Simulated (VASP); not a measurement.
Cr, 1 atom in the cell. The structure is tetragonal, space group I4/mmm (No. 139). The conventional cell has a = 2.913 Å, b = 2.913 Å, c = 2.884 Å, α = 90.00°, β = 90.00°, γ = 90.00°. Cr (site symmetry 4/mmm) has 14 Cr at 2.51 to 2.91 Å within 3.3 Å.  This cell differs from its parent crystal: x and y stretched by +1 %, z held.

| Quantity | Value |
| --- | --- |
| Program | VASP 6.6.1 |
| Task | electric field gradients |
| Functional | PBE |
| Potentials or basis | VASP PAW PBE potentials, release 64 (Cr_pv) |
| Cutoff | 520 eV |
| k mesh | 18 × 18 × 18 |
| Occupations | fermi-dirac, width 0.08 eV |
| Spin | collinear spin, ferromagnetic start |
| Starting moments | [3.0] μB |
| Dipole correction | no |
| Further INCAR settings | ALGO = Normal; EDIFF = 1e-08; NBANDS = 16 |

Potentials or basis: VASP PAW PBE potentials, release 64 (Cr_pv).

Launch:

```sh
$ cat potpaw_PBE.64/Cr_pv/POTCAR > POTCAR
$ mpirun -np 1 vasp_std > vasp.out
```

Hardware: 1 thread of Intel(R) Xeon(R) 6975P-C (Granite Rapids), with other jobs on the host.

Question: How long does it take, and how much memory?

Answer: It took 99 s on 1 thread of Intel(R) Xeon(R) 6975P-C (Granite Rapids) (shared host), peak memory 0.25 GiB. Counts: scf iterations 17, k points 480.
